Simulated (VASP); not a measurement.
# TiSi2 (Fddd) in VASP: single point with r2SCAN

Aim: the single point of TiSi2 with r2SCAN.

All numbers are computed with VASP 6.6.1; they aren't measurements. Logs are shortened: lines on timing, memory, paths and dates and some standing lists are left out, and cuts for length are marked.

### 1 The cell of the first run

It takes space group Fddd (No. 70, orthorhombic). The conventional cell has a = 4.779 Å, b = 8.235 Å, c = 8.526 Å, α = 90.00°, β = 90.00°, γ = 90.00°. Within 3.4 Å of Ti (site symmetry 222) lie 10 Si at 2.55 to 2.78 Å and 4 Ti at 3.20 Å. Within 3.3 Å of Si (site symmetry 2) lie 9 Si at 2.52 to 3.20 Å and 5 Ti at 2.55 to 2.78 Å.

### 2 Single point, r2SCAN

File POSCAR:

```
TiSi2
1.0
    0.0000000000      4.1175163100      4.2628978400
    2.3895119500      0.0000000000      4.2628978400
    2.3895119500      4.1175163100      0.0000000000
Ti Si
2 4
Direct
    0.5000000000      0.5000000000      0.5000000000
    0.7500000000      0.7500000000      0.7500000000
    0.8374343900      0.1625656100      0.8374343900
    0.1625656100      0.8374343900      0.1625656100
    0.0874343900      0.4125656100      0.0874343900
    0.4125656100      0.0874343900      0.4125656100
```

File INCAR.step1:

```
PREC     = Accurate       # precision mode
ENCUT    = 520            # plane-wave cutoff, eV
ISMEAR   = 0              # smearing method
SIGMA    = 0.1            # smearing width, eV
LREAL    = False          # projectors in reciprocal space
LASPH    = True           # aspherical terms in the spheres
NELM     = 60             # most SCF steps
NBANDS   = 29             # bands
GGA      = PE             # functional
ALGO     = Normal         # electronic algorithm
EDIFF    = 1E-4           # SCF threshold, eV
LWAVE    = True           # write WAVECAR
LCHARG   = False          # write CHGCAR
```

File INCAR.step2:

```
PREC     = Accurate       # precision mode
ENCUT    = 520            # plane-wave cutoff, eV
EDIFF    = 1E-6           # SCF threshold, eV
ISMEAR   = 0              # smearing method
SIGMA    = 0.1            # smearing width, eV
LREAL    = False          # projectors in reciprocal space
LASPH    = True           # aspherical terms in the spheres
NELM     = 60             # most SCF steps
ALGO     = Normal         # electronic algorithm
ISIF     = 2              # what is computed and relaxed
LWAVE    = False          # write WAVECAR
LCHARG   = True           # write CHGCAR
METAGGA  = R2SCAN         # meta-GGA
LMIXTAU  = True         
LELF     = True           # ELF
LVHAR    = True         
NBANDS   = 29             # bands
ISTART   = 1
```

File KPOINTS:

```
Automatic mesh
0
Gamma
  6 6 6
```

Potentials or basis: VASP PAW PBE potentials, release 64 (Ti_sv, Si).

Command:

```console
cat potpaw_PBE.64/Ti_sv/POTCAR potpaw_PBE.64/Si/POTCAR > POTCAR
cp INCAR.step1 INCAR
mpirun -np 1 vasp_std > vasp.out
cp INCAR.step2 INCAR
mpirun -np 1 vasp_std > vasp.out
```

OUTCAR:

```text
PREC = Accurate
   ENCUT = 520
   EDIFF = 1E-6
   ISMEAR = 0
   LREAL = False
   LASPH = True
   NELM = 60
   ISIF = 2
   METAGGA = R2SCAN
   ISTART = 1

 ion  position               nearest neighbor table
   1  0.500  0.500  0.500-   5 2.55   6 2.55   5 2.55   6 2.55   4 2.74   4 2.74   3 2.74   3 2.74
                             4 2.78   3 2.78
   2  0.750  0.750  0.750-   3 2.55   4 2.55   3 2.55   4 2.55   5 2.74   6 2.74   5 2.74   6 2.74
                             6 2.78   5 2.78
   3  0.837  0.163  0.837-   6 2.52   6 2.52   2 2.55   2 2.55   4 2.68   1 2.74   1 2.74   1 2.78
                             4 2.79   4 2.79
   4  0.163  0.837  0.163-   5 2.52   5 2.52   2 2.55   2 2.55   3 2.68   1 2.74   1 2.74   1 2.78
                             3 2.79   3 2.79
   5  0.087  0.413  0.087-   4 2.52   4 2.52   1 2.55   1 2.55   6 2.68   2 2.74   2 2.74   2 2.78
                             6 2.79   6 2.79
   6  0.413  0.087  0.413-   3 2.52   3 2.52   1 2.55   1 2.55   5 2.68   2 2.74   2 2.74   2 2.78
                             5 2.79   5 2.79

  LATTYP: Found a face centered orthorhombic cell.
 ALAT       =     4.7790239000
 B/A-ratio  =     1.7231620499
 C/A-ratio  =     1.7840035661

  Lattice vectors:

 A1 = (   0.0000000000,   4.1175163100,   4.2628978400)
 A2 = (   2.3895119500,   0.0000000000,   4.2628978400)
 A3 = (   2.3895119500,   4.1175163100,   0.0000000000)

Analysis of symmetry for initial positions (statically):
=====================================================================
 Subroutine PRICEL returns:
 Original cell was already a primitive cell.

 Routine SETGRP: Setting up the symmetry group for a
 face centered orthorhombic supercell.

 Subroutine GETGRP returns: Found  8 space group operations
 (whereof  4 operations were pure point group operations)
 out of a pool of  8 trial point group operations.

The static configuration has the point symmetry D_2 .
 The point group associated with its full space group is D_2h.

Analysis of symmetry for dynamics (positions and initial velocities):
=====================================================================
 Subroutine PRICEL returns:
 Original cell was already a primitive cell.

 Routine SETGRP: Setting up the symmetry group for a
 face centered orthorhombic supercell.

 Subroutine GETGRP returns: Found  8 space group operations
 (whereof  4 operations were pure point group operations)
 out of a pool of  8 trial point group operations.

The dynamic configuration has the point symmetry D_2 .
 The point group associated with its full space group is D_2h.

 Subroutine INISYM returns: Found  8 space group operations
 (whereof  4 operations are pure point group operations),
[... 105 lines left out ...]
   LREAL  =      F    real-space projection
   EDIFFG = 0.1E-04   stopping-criterion for IOM
   NSW    =      0    number of steps for IOM
   IBRION =     -1    ionic relax: 0-MD 1-quasi-New 2-CG
   NFREE  =      0    steps in history (QN), initial steepest desc. (CG)
   ISIF   =      2    stress and relaxation
   ISYM   =      2    0-nonsym 1-usesym 2-fastsym
   POTIM  = 0.5000    time-step for ionic-motion
   TEBEG  =    0.0;   TEEND  =   0.0 temperature during run
   PSTRESS=    0.0 pullay stress
   NELECT =      40.0000    total number of electrons
   NUPDOWN=      -1.0000    fix difference up-down
   EMIN   =  10.00;   EMAX   =-10.00  energy-range for DOS
   EFERMI =   0.00;   METHOD = LEGACY
   ISMEAR =     0;   SIGMA  =   0.10  broadening in eV -4-tet -1-fermi 0-gaus
   EFERMI_NEDOS =   21; number of points for ismear=-14 and -15
   IALGO  =     38    algorithm
   IMIX   =      4    mixing-type and parameters
     AMIX     =   0.40;   BMIX     =  1.00
     AMIX_MAG =   1.60;   BMIX_MAG =  1.00
  volume/ion in A,a.u.               =      13.98        94.35
  Fermi-wavevector in a.u.,A,eV,Ry     =   1.278994  2.416947 22.256742  1.635824
  Thomas-Fermi vector in A             =   2.411504
   LORBIT       =      0    0 simple, 1 ext, 2 COOP (PROOUT), +10 PAW based schemes
   METAGGA = R2SCAN    functional components
   LHFCALC =     F    Hartree Fock is set to
   AEXX    =    0.0000 exact exchange contribution
   IVDW    =     0    specifies the selected vdW correction
   LEPSILON=     F    determine dielectric tensor
   LRPA    =     F    only Hartree local field effects (RPA)
 non-spin polarized calculation
 Gauss-broadening in eV      SIGMA  =   0.10
  energy-cutoff  :      520.00
  volume of cell :       83.88
 maximum number of plane-waves:      2276
 NGX is ok and might be reduce to    48
   NGX = 23   NGY = 19   NGZ = 17

 number of electron      40.0000003 magnetization

 Free energy of the ion-electron system (eV)
  ---------------------------------------------------
  ext. energy  EPLUGINS =         0.00000000
  ---------------------------------------------------
  free energy    TOTEN  =       -64.14374731 eV

  energy without entropy =      -64.13502725  energy(sigma->0) =      -64.13938728

 E-fermi :  10.3010     XC(G=0): -12.5710

 val. band max:       10.2896184141   @ k =   0.5000   0.1667   0.1667
 cond. band min:      10.3208033587   @ k =  -0.3333   0.1667  -0.0000
 fundamental gap:      0.0311849446
 Fermi energy:        10.3009857150

 k-point     1 :       0.0000    0.0000    0.0000
  band No.  band energies     occupation
      1     -48.4063      2.00000
      2     -48.3759      2.00000
      3     -23.7570      2.00000
      4     -23.7279      2.00000
      5     -23.6574      2.00000
      6     -23.6423      2.00000
[... 757 lines left out ...]
     28      14.5203      0.00000
     29      15.0191      0.00000

 [... further k-points ...]
[... 5 lines left out ...]
  --------------------------------------------------------------------------------------
  -------------------------------------------------------------------------------------
  Total        0.2490424      0.4036490     -0.5316081      0.0000000      0.0000000      0.0000000
  in kB        4.7566857      7.7096558    -10.1536632      0.0000000      0.0000000      0.0000000
  external PRESSURE =       0.7708928 kB  Pullay stress =       0.0000000 kB

 VOLUME and BASIS-vectors are now :
 -----------------------------------------------------------------------------
  energy-cutoff  :      520.00
  volume of cell :       83.88
      direct lattice vectors                 reciprocal lattice vectors
     0.000000000  4.117516310  4.262897840    -0.209247750  0.121432427  0.117291105
     2.389511950  0.000000000  4.262897840     0.209247750 -0.121432427  0.117291105
     2.389511950  4.117516310  0.000000000     0.209247750  0.121432427 -0.117291105

 POSITION                                       TOTAL-FORCE (eV/Angst)
 -----------------------------------------------------------------------------------
      2.38951      4.11752      4.26290         0.000000      0.000000      0.000000
      3.58427      6.17627      6.39435        -0.000000      0.000000     -0.000000
      2.38951      6.89630      4.26290         0.000000     -0.033528     -0.000000
      2.38951      1.33873      4.26290         0.000000      0.033528     -0.000000
      1.19476      0.72003      2.13145         0.000000     -0.033528      0.000000
      1.19476      3.39749      2.13145         0.000000      0.033528      0.000000
 -----------------------------------------------------------------------------------
    total drift:                               -0.000000     -0.000000      0.000000

  FREE ENERGIE OF THE ION-ELECTRON SYSTEM (eV)
  ---------------------------------------------------
  free  energy   TOTEN  =       -64.1437473115 eV

  energy  without entropy=      -64.1350272545  energy(sigma->0) =      -64.13938728
```

Wall time 7.6 min (1 thread of Intel Xeon Platinum 8259CL at 2.50GHz (Skylake/Cascade Lake), shared host); peak memory 0.3 GiB.

Results:

- Free energy: -64.1437 eV
- Pressure: 0.1 GPa
- Largest force: 0.034 eV/Å
- Band gap on the k mesh: zero (bands 20 and 21 overlap by 1.88 eV)

Forces in eV/Å, atoms in the order of the input:
```
Ti   0.000  0.000  0.000
Ti   0.000  0.000  0.000
Si   0.000 -0.034  0.000
Si   0.000  0.034  0.000
Si   0.000 -0.034  0.000
Si   0.000  0.034  0.000
```

Stress tensor (GPa, compression positive):
```
 0.48  0.00  0.00
 0.00  0.77  0.00
 0.00  0.00 -1.02
```

Caveat: the PAW data sets were made with another functional, which shifts forces and pressure a little.
